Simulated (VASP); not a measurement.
A run of VASP 6.6.1 is set up as follows.

INCAR

```
ALGO = Normal
EDIFF = 1E-7
ENCUT = 520
GGA = PE
ISIF = 2
ISMEAR = -1
LASPH = T
LCHARG = T
LELF = T
LREAL = F
LVHAR = T
LWAVE = F
NBANDS = 34
NELM = 80
PREC = Accurate
SIGMA = 0.05
```

Contents of KPOINTS:

```
k-points
0
Gamma
  9 9 1
```

The input POSCAR:

```
In
1.0
    3.3354847820      0.0000000000      0.0000000000
   -1.6677423910      2.8886145552      0.0000000000
    0.0000000000      0.0000000000     23.2637143800
In
4
Direct
    0.6666666700      0.3333333400      0.3223904780
    0.3333333300      0.6666666600      0.4407968260
    0.6666666700      0.3333333400      0.5592031740
    0.3333333300      0.6666666600      0.6776095220
```

Potentials or basis: VASP PAW PBE potentials, release 64 (In_d).

Command:

```console
$ cat potpaw_PBE.64/In_d/POTCAR > POTCAR
$ mpirun -np 1 vasp_std > vasp.out
```

Problem. What does it give for the band gap on the k mesh?

Solution. Zero (bands 26 and 27 overlap by 1.99 eV).

Problem. Predict the largest force.

Solution. 0.113 eV/Å.

Forces in eV/Å, atoms in the order of the input:
```
In   0.000  0.000 -0.113
In   0.000  0.000  0.095
In   0.000  0.000 -0.095
In   0.000  0.000  0.113
```

Caveat: spin-orbit coupling is left out, which moves the levels of the heavy elements.
